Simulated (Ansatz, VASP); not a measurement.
## One calculation of Ir, two programs

INCAR

```
ALGO     = Normal         # electronic algorithm
EDIFF    = 1E-6           # SCF threshold, eV
ENCUT    = 560            # plane-wave cutoff, eV
GGA      = PS             # functional
GGA_COMPAT= F            
ISIF     = 2              # what is computed and relaxed
ISMEAR   = 0              # smearing method
LASPH    = T              # aspherical terms in the spheres
LCHARG   = T              # write CHGCAR
LELF     = T              # ELF
LREAL    = F              # projectors in reciprocal space
LVHAR    = T            
LWAVE    = F              # write WAVECAR
NBANDS   = 14             # bands
NELM     = 120            # most SCF steps
PREC     = Accurate       # precision mode
SIGMA    = 0.15           # smearing width, eV
```

The input KPOINTS:

```
k-points
0
Gamma
  22 22 22
```

Contents of POSCAR:

```
Ir
1.0
    0.0000000000      1.8909045000      1.9772910000
    1.8909045000      0.0000000000      1.9772910000
    1.8909045000      1.8909045000      0.0000000000
Ir
1
Direct
    0.0000000000      0.0000000000      0.0000000000
```

Input for Ansatz:

```yaml
crystal:
  lattice:
    - [0.0, 1.8909045, 1.977291]
    - [1.8909045, 0.0, 1.977291]
    - [1.8909045, 1.8909045, 0.0]
  atoms:
    - { symbol: Ir, position: [0.0, 0.0, 0.0] }
basis:
  ecutwfc: 420
kpoints:
  mp_grid: { grid: [22, 22, 22] }
hamiltonian:
  xc: pbesol
scf:
  occupations: { method: gaussian, width: 0.15 }
output:
  forces: true
  stress: true
  eigenvalues: true
  write_density: true
  write_potential: true
  elf: true
  volumetric_format: npy
```

Change from the starting cell: strain -0.015 along x and y, +0.030 along z, atoms carried along.

Alike in both runs: task single point; functional PBEsol; k mesh 22 × 22 × 22; occupations gaussian, width 0.15 eV; no spin polarisation.

|  | VASP | Ansatz |
| --- | --- | --- |
| version | VASP 6.6.1 | Ansatz 0.2.0 |
| potentials or method | VASP PAW PBE potentials, release 64 (Ir_sv_GW), cutoff 560 eV | scalar-relativistic, plane waves, PAW |
| valence electrons in the cell | 17 | 17 |

|  | VASP | Ansatz | Ansatz less VASP |
| --- | --- | --- | --- |
| gap on the k mesh at the Fermi level (eV) | none | none | - |
| pressure (GPa) | -3.7 | -1.8 | +1.89 |
| traceless stress, the component that is largest in VASP (GPa) | -11.43 | -11.46 | -0.030 |

VASP's potentials were made for PBE, not for PBEsol. A gap of «none» marks a metal or a gap that the smearing closes. With one functional, cell and mesh, what is left measures potentials, basis and numerics.

Neither program's run includes spin-orbit coupling.
